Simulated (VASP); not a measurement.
# Mg2NCl (R-3m) in VASP: settings compared

The runs below take Mg2NCl through single point, with r2SCAN, HSE06.

All numbers are computed with VASP 6.6.1; they aren't measurements. Logs are shortened: lines on timing, memory, paths and dates and some standing lists are left out, and cuts for length are marked.

## 1. The cell of the first run

Symmetry: R-3m, No. 166, trigonal system. Conventional cell: a = 3.293 Å, b = 3.293 Å, c = 17.814 Å, α = 90.00°, β = 90.00°, γ = 120.00°. Mg (site symmetry 3m) has 3 N at 2.15 Å and 3 Cl at 2.74 Å and 3 Mg at 2.76 Å within 2.8 Å. N (site symmetry -3m) has 6 Mg at 2.15 Å within 2.8 Å. Cl (site symmetry -3m) has 6 Mg at 2.74 Å and 6 Cl at 3.29 Å and 6 N at 3.53 Å within 3.6 Å.

## 2. Single point, r2SCAN

Input file POSCAR:

```
Mg2NCl
1.0
    1.6466125281      0.9506721863      5.9379615086
   -1.6466125281      0.9506721863      5.9379615086
    0.0000000000     -1.9013443726      5.9379615086
Mg N Cl
2 1 1
Direct
    0.2229104120      0.2229104120      0.2229104120
    0.7770895880      0.7770895880      0.7770895880
    0.5000000000      0.5000000000      0.5000000000
    0.0000000000      0.0000000000      0.0000000000
```

Input file INCAR.step1:

```
PREC     = Accurate       # precision mode
ENCUT    = 660            # plane-wave cutoff, eV
ISMEAR   = 0              # smearing method
SIGMA    = 0.01           # smearing width, eV
LREAL    = F              # projectors in reciprocal space
LASPH    = T              # aspherical terms in the spheres
NELM     = 120            # most SCF steps
NBANDS   = 16             # bands
GGA      = PE             # functional
ALGO     = Normal         # electronic algorithm
EDIFF    = 1E-5           # SCF threshold, eV
LWAVE    = T              # write WAVECAR
LCHARG   = F              # write CHGCAR
GGA_COMPAT= F
```

Input file INCAR.step2:

```
PREC     = Accurate       # precision mode
ENCUT    = 660            # plane-wave cutoff, eV
EDIFF    = 1E-6           # SCF threshold, eV
ISMEAR   = 0              # smearing method
SIGMA    = 0.01           # smearing width, eV
LREAL    = F              # projectors in reciprocal space
LASPH    = T              # aspherical terms in the spheres
NELM     = 120            # most SCF steps
ALGO     = Normal         # electronic algorithm
ISIF     = 2              # what is computed and relaxed
LWAVE    = F              # write WAVECAR
LCHARG   = F              # write CHGCAR
METAGGA  = R2SCAN         # meta-GGA
LMIXTAU  = T            
NBANDS   = 16             # bands
ISTART   = 1            
GGA_COMPAT= F
```

Input file KPOINTS:

```
Automatic mesh
0
Gamma
  4 4 4
```

Potentials or basis: VASP PAW PBE potentials, release 64 (Mg, N, Cl).

Launch:

```sh
cat potpaw_PBE.64/Mg/POTCAR potpaw_PBE.64/N/POTCAR potpaw_PBE.64/Cl/POTCAR > POTCAR
cp INCAR.step1 INCAR
mpirun -np 1 vasp_std > vasp.out
cp INCAR.step2 INCAR
mpirun -np 1 vasp_std > vasp.out
```

OUTCAR:

```text
PREC = Accurate
   ENCUT = 660
   EDIFF = 1E-6
   ISMEAR = 0
   LREAL = F
   LASPH = T
   NELM = 120
   ISIF = 2
   METAGGA = R2SCAN
   ISTART = 1

 ion  position               nearest neighbor table
   1  0.223  0.223  0.223-   3 2.15   3 2.15   3 2.15   4 2.74   4 2.74   4 2.74   2 2.76   2 2.76
                             2 2.76
   2  0.777  0.777  0.777-   3 2.15   3 2.15   3 2.15   4 2.74   4 2.74   4 2.74   1 2.76   1 2.76
                             1 2.76
   3  0.500  0.500  0.500-   1 2.15   2 2.15   1 2.15   1 2.15   2 2.15   2 2.15
   4  0.000  0.000  0.000-   2 2.74   1 2.74   2 2.74   2 2.74   1 2.74   1 2.74

  LATTYP: Found a trigonal (rhomboedric) cell.
 ALAT       =     6.2349416438
 COS(alpha) =     0.8605084050

  Lattice vectors:

 A1 = (   1.6466125281,   0.9506721863,   5.9379615086)
 A2 = (  -1.6466125281,   0.9506721863,   5.9379615086)
 A3 = (   0.0000000000,  -1.9013443726,   5.9379615086)

Analysis of symmetry for initial positions (statically):
=====================================================================
 Subroutine PRICEL returns:
 Original cell was already a primitive cell.

 Routine SETGRP: Setting up the symmetry group for a
 trigonal (rhombohedral) supercell.

 Subroutine GETGRP returns: Found 12 space group operations
 (whereof 12 operations were pure point group operations)
 out of a pool of 12 trial point group operations.

The static configuration has the point symmetry D_3d.

Analysis of symmetry for dynamics (positions and initial velocities):
=====================================================================
 Subroutine PRICEL returns:
 Original cell was already a primitive cell.

 Routine SETGRP: Setting up the symmetry group for a
 trigonal (rhombohedral) supercell.

 Subroutine GETGRP returns: Found 12 space group operations
 (whereof 12 operations were pure point group operations)
 out of a pool of 12 trial point group operations.

The dynamic configuration has the point symmetry D_3d.

 Subroutine INISYM returns: Found 12 space group operations
 (whereof 12 operations are pure point group operations),
 and found     1 'primitive' translations

----------------------------------------------------------------------------------------

                                     Primitive cell

  volume of cell :      55.7713

  direct lattice vectors                    reciprocal lattice vectors
     1.646612528  0.950672186  5.937961509     0.303653708  0.175314550  0.056135988
    -1.646612528  0.950672186  5.937961509    -0.303653708  0.175314550  0.056135988
     0.000000000 -1.901344373  5.937961509     0.000000000 -0.350629100  0.056135988

  length of vectors
     6.234941644  6.234941644  6.234941644     0.355094375  0.355094375  0.355094375

  position of ions in fractional coordinates (direct lattice)
     0.222910412  0.222910412  0.222910412
     0.777089588  0.777089588  0.777089588
     0.500000000  0.500000000  0.500000000
     0.000000000  0.000000000  0.000000000

  ion indices of the primitive-cell ions
   primitive index   ion index
                 1           1
                 2           2
                 3           3
                 4           4

----------------------------------------------------------------------------------------

 KPOINTS: Automatic mesh

Automatic generation of k-mesh.
 Grid dimensions read from file:
 generate k-points for:    4    4    4

 Generating k-lattice:

  Cartesian coordinates                     Fractional coordinates (reciprocal lattice)
     0.075913427  0.043828638  0.014033997     0.250000000 -0.000000000  0.000000000
    -0.075913427  0.043828638  0.014033997    -0.000000000  0.250000000  0.000000000
     0.000000000 -0.087657275  0.014033997     0.000000000  0.000000000  0.250000000

  Length of vectors
     0.088773594  0.088773594  0.088773594

  Shift w.r.t. Gamma in fractional coordinates (k-lattice)
     0.000000000  0.000000000  0.000000000

 Subroutine IBZKPT returns following result:
 ===========================================

 Found     13 irreducible k-points:

 Following reciprocal coordinates:
            Coordinates               Weight
  0.000000  0.000000  0.000000      1.000000
  0.250000 -0.000000  0.000000      6.000000
  0.500000 -0.000000  0.000000      3.000000
  0.250000  0.250000  0.000000      6.000000
  0.500000  0.250000  0.000000     12.000000
 -0.250000  0.250000  0.000000      6.000000
  0.500000  0.500000  0.000000      3.000000
  0.250000  0.250000  0.250000      2.000000
  0.500000  0.250000  0.250000      6.000000
 -0.250000  0.250000  0.250000      6.000000
  0.500000  0.500000  0.250000      6.000000
 -0.250000  0.500000  0.250000      6.000000
  0.500000  0.500000  0.500000      1.000000
   k-points           NKPTS =     13   k-points in BZ     NKDIM =     13   number of bands    NBANDS=     16
   number of dos      NEDOS =    301   number of ions     NIONS =      4
   total plane-waves  NPLWV = 157464
   dimension x,y,z NGX =    54 NGY =   54 NGZ =   54
   dimension x,y,z NGXF=   108 NGYF=  108 NGZF=  108
   ions per type =               2   1   1
   NGX,Y,Z   is equivalent  to a cutoff of  14.40, 14.40, 14.40 a.u.
   NGXF,Y,Z  is equivalent  to a cutoff of  28.80, 28.80, 28.80 a.u.
 SYSTEM =  unknown system
   PREC   = accura    normal or accurate (medium, high low for compatibility)
   ISTART =      1    job   : 0-new  1-cont  2-samecut
   ICHARG =      0    charge: 1-file 2-atom 10-const
   ISPIN  =      1    spin polarized calculation?
   LNONCOLLINEAR =      F non collinear calculations
   LSORBIT =      F    spin-orbit coupling
   LASPH  =      T    aspherical Exc in radial PAW
   ENCUT  =  660.0 eV  48.51 Ry    6.96 a.u.  13.06 13.06 13.06*2*pi/ulx,y,z
   NELM   =    120;   NELMIN=  2; NELMDL=  0     # of ELM steps
   EDIFF  = 0.1E-05   stopping-criterion for ELM
   LREAL  =      F    real-space projection
   EDIFFG = 0.1E-04   stopping-criterion for IOM
   NSW    =      0    number of steps for IOM
   IBRION =     -1    ionic relax: 0-MD 1-quasi-New 2-CG
   NFREE  =      0    steps in history (QN), initial steepest desc. (CG)
   ISIF   =      2    stress and relaxation
   ISYM   =      2    0-nonsym 1-usesym 2-fastsym
   POTIM  = 0.5000    time-step for ionic-motion
   TEBEG  =    0.0;   TEEND  =   0.0 temperature during run
   PSTRESS=    0.0 pullay stress
   NELECT =      16.0000    total number of electrons
   NUPDOWN=      -1.0000    fix difference up-down
   EMIN   =  10.00;   EMAX   =-10.00  energy-range for DOS
   EFERMI =   0.00;   METHOD = LEGACY
   ISMEAR =     0;   SIGMA  =   0.01  broadening in eV -4-tet -1-fermi 0-gaus
   EFERMI_NEDOS =   21; number of points for ismear=-14 and -15
   IALGO  =     38    algorithm
   IMIX   =      4    mixing-type and parameters
     AMIX     =   0.40;   BMIX     =  1.00
     AMIX_MAG =   1.60;   BMIX_MAG =  1.00
  volume/ion in A,a.u.               =      13.94        94.09
  Fermi-wavevector in a.u.,A,eV,Ry     =   1.079720  2.040375 15.861613  1.165796
  Thomas-Fermi vector in A             =   2.215693
   LORBIT       =      0    0 simple, 1 ext, 2 COOP (PROOUT), +10 PAW based schemes
   METAGGA = R2SCAN    functional components
   LHFCALC =     F    Hartree Fock is set to
   AEXX    =    0.0000 exact exchange contribution
   IVDW    =     0    specifies the selected vdW correction
   LEPSILON=     F    determine dielectric tensor
   LRPA    =     F    only Hartree local field effects (RPA)
 non-spin polarized calculation
 Gauss-broadening in eV      SIGMA  =   0.01
  energy-cutoff  :      660.00
  volume of cell :       55.77
 maximum number of plane-waves:      2161
 NGX is ok and might be reduce to    54
   NGX = 27   NGY = 27   NGZ = 27

 number of electron      15.9999999 magnetization

 Free energy of the ion-electron system (eV)
  ---------------------------------------------------
  ext. energy  EPLUGINS =         0.00000000
  ---------------------------------------------------
  free energy    TOTEN  =       -29.05675540 eV

  energy without entropy =      -29.05675540  energy(sigma->0) =      -29.05675540

 E-fermi :   4.1524     XC(G=0): -10.4920

 val. band max:        4.1046311649   @ k =   0.0000   0.0000   0.0000
 cond. band min:       7.1735298963   @ k =   0.0000   0.0000   0.0000
 fundamental gap:      3.0688987315
 Fermi energy:         4.1524015535

 k-point     1 :       0.0000    0.0000    0.0000
  band No.  band energies     occupation
      1     -13.4042      2.00000
      2      -9.4758      2.00000
      3      -2.5474      2.00000
      4       1.4549      2.00000
      5       1.4549      2.00000
      6       3.0473      2.00000
[... 8 lines left out ...]
     15      15.0750      0.00000
     16      15.0750      0.00000

 k-point     2 :       0.2500   -0.0000    0.0000
  band No.  band energies     occupation
      1     -12.9635      2.00000
      2      -9.0570      2.00000
      3      -1.8406      2.00000
      4      -0.6833      2.00000
      5       1.0005      2.00000
      6       1.7873      2.00000
[... 8 lines left out ...]
     15      14.8257      0.00000
     16      16.2423      0.00000

 k-point     3 :       0.5000   -0.0000    0.0000
  band No.  band energies     occupation
      1     -12.4431      2.00000
      2      -8.5586      2.00000
      3      -2.3605      2.00000
      4      -0.8700      2.00000
      5       0.1439      2.00000
      6       0.6051      2.00000
[... 8 lines left out ...]
     15      14.3823      0.00000
     16      17.3937      0.00000
[... 153 lines left out ...]
 k-point    12 :      -0.2500    0.5000    0.2500
  band No.  band energies     occupation
      1     -12.4483      2.00000
      2      -8.5651      2.00000
      3      -1.8705      2.00000
      4      -1.1908      2.00000
      5      -0.4225      2.00000
      6       1.3930      2.00000
[... 8 lines left out ...]
     15      16.2917      0.00000
     16      17.2082      0.00000

 k-point    13 :       0.5000    0.5000    0.5000
  band No.  band energies     occupation
      1     -13.3731      2.00000
      2      -9.6122      2.00000
      3      -1.7555      2.00000
      4       1.4448      2.00000
      5       1.4649      2.00000
      6       1.4649      2.00000
[... 8 lines left out ...]
     15      16.1751      0.00000
     16      16.1751      0.00000

------------------------ aborting loop because EDIFF is reached ----------------------------------------

  FORCE on cell =-STRESS in cart. coord.  units (eV):
  Direction    XX          YY          ZZ          XY          YZ          ZX
  --------------------------------------------------------------------------------------
  -------------------------------------------------------------------------------------
  Total       -0.1007638     -0.1007638     -0.2511999      0.0000000      0.0000000      0.0000000
  in kB       -2.8947047     -2.8947047     -7.2163779      0.0000000      0.0000000      0.0000000
  external PRESSURE =      -4.3352624 kB  Pullay stress =       0.0000000 kB

 VOLUME and BASIS-vectors are now :
 -----------------------------------------------------------------------------
  energy-cutoff  :      660.00
  volume of cell :       55.77
      direct lattice vectors                 reciprocal lattice vectors
     1.646612528  0.950672186  5.937961509     0.303653708  0.175314550  0.056135988
    -1.646612528  0.950672186  5.937961509    -0.303653708  0.175314550  0.056135988
     0.000000000 -1.901344373  5.937961509     0.000000000 -0.350629100  0.056135988

 POSITION                                       TOTAL-FORCE (eV/Angst)
 -----------------------------------------------------------------------------------
      0.00000      0.00000      3.97090         0.000000      0.000000     -0.080074
      0.00000      0.00000     13.84298         0.000000      0.000000      0.080074
      0.00000      0.00000      8.90694        -0.000000     -0.000000     -0.000000
      0.00000      0.00000      0.00000         0.000000     -0.000000     -0.000000
 -----------------------------------------------------------------------------------
    total drift:                                0.000000      0.000000      0.000000

  FREE ENERGIE OF THE ION-ELECTRON SYSTEM (eV)
  ---------------------------------------------------
  free  energy   TOTEN  =       -29.0567554007 eV

  energy  without entropy=      -29.0567554007  energy(sigma->0) =      -29.05675540
```

Wall time 5 min (1 thread of Intel Xeon Platinum 8259CL at 2.50GHz (Skylake/Cascade Lake), shared host); peak memory 0.43 GiB.

Results:

```yaml
Free_energy: -29.0568 eV
Pressure: -0.4 GPa
Largest_force: 0.080 eV/Å
Band_gap_on_the_k_mesh: 3.07 eV
```

Forces in eV/Å, atoms in the order of the input:
```
Mg   0.000  0.000 -0.080
Mg   0.000  0.000  0.080
N    0.000  0.000  0.000
Cl   0.000  0.000  0.000
```

Levels at points of the mesh, in eV from the valence-band top:
| k point | band 4 | band 5 | band 6 | band 7 | band 8 | band 9 | band 10 | band 11 | band 12 | band 13 |
| --- | --- | --- | --- | --- | --- | --- | --- | --- | --- | --- |
| (0.00, 0.00, 0.00) | -2.65 | -2.65 | -1.06 | 0.00 | 0.00 | 3.07 | 6.08 | 9.55 | 9.60 | 10.07 |
| (0.50, 0.00, 0.00) | -4.97 | -3.96 | -3.50 | -1.51 | -0.81 | 4.94 | 6.60 | 6.89 | 8.16 | 8.21 |
| (0.50, 0.50, 0.00) | -5.50 | -3.52 | -3.14 | -0.84 | -0.75 | 3.80 | 4.65 | 5.94 | 9.49 | 10.20 |
| (0.50, 0.50, 0.50) | -2.66 | -2.64 | -2.64 | -0.03 | -0.03 | 5.42 | 5.73 | 7.78 | 9.17 | 10.24 |

Caveat: the k points lie up to 0.56 Å⁻¹ apart; the PAW data sets were made with another functional, which shifts forces and pressure a little.

## 3. Single point, HSE06

POSCAR is that of step 2.

Input file INCAR.step1:

```
SYSTEM = Mg2NCl
ALGO = Normal
EDIFF = 1E-5
ENCUT = 520
GGA = PE
GGA_COMPAT = .FALSE.
ISIF = 2
ISMEAR = 0
LASPH = .TRUE.
LREAL = .FALSE.
LWAVE = .TRUE.
NBANDS = 16
NELM = 120
PREC = Accurate
SIGMA = 0.01
```

Input file INCAR.step2:

```
SYSTEM = Mg2NCl
ALGO = Normal
EDIFF = 1E-6
ENCUT = 520
GGA = PE
GGA_COMPAT = .FALSE.
HFSCREEN = 0.2079
ISIF = 2
ISMEAR = 0
ISTART = 1
LASPH = .TRUE.
LCHARG = .TRUE.
LELF = .TRUE.
LHFCALC = .TRUE.
LREAL = .FALSE.
LVHAR = .TRUE.
LWAVE = .FALSE.
NBANDS = 16
NELM = 120
PREC = Accurate
PRECFOCK = Normal
SIGMA = 0.01
```

Input file KPOINTS:

```
k-points
0
G
  4 4 4
  0 0 0
```

Potentials or basis: VASP PAW PBE potentials, release 64 (Mg, N, Cl).

Launch:

```sh
cat potpaw_PBE.64/Mg/POTCAR potpaw_PBE.64/N/POTCAR potpaw_PBE.64/Cl/POTCAR > POTCAR
cp INCAR.step1 INCAR
mpirun -np 1 vasp_std > vasp.out
cp INCAR.step2 INCAR
mpirun -np 1 vasp_std > vasp.out
```

Wall time 55 min (1 thread of Intel Xeon Platinum 8259CL at 2.50GHz (Skylake/Cascade Lake), shared host); peak memory 0.44 GiB.

Results (log left out):

```yaml
Free_energy: -20.8642 eV
Pressure: -0.5 GPa
Largest_force: 0.118 eV/Å
Band_gap_on_the_k_mesh: 3.60 eV
```

Forces on the atoms (eV/Å):
```
Mg   0.000  0.000 -0.118
Mg   0.000  0.000  0.118
N    0.000  0.000  0.000
Cl   0.000  0.000  0.000
```

Stress tensor (GPa, compression positive):
```
-0.44  0.00  0.00
 0.00 -0.44  0.00
 0.00  0.00 -0.57
```

Levels at points of the mesh, in eV from the valence-band top:
```tsv
k point	band 5	band 6	band 7	band 8	band 9	band 10	band 11	band 12
(0.00, 0.00, 0.00)	-2.59	-1.03	0.00	0.00	3.60	6.69	10.30	10.38
(0.50, 0.00, 0.00)	-4.26	-3.48	-1.56	-0.88	5.64	7.24	7.64	8.78
(0.50, 0.50, 0.00)	-3.51	-3.26	-0.83	-0.80	4.42	5.25	6.61	10.32
(0.50, 0.50, 0.50)	-2.58	-2.58	-0.03	-0.03	6.07	6.31	8.58	9.83
```

Caveat: the k points lie up to 0.56 Å⁻¹ apart; the PAW data sets were made with another functional, which shifts forces and pressure a little.
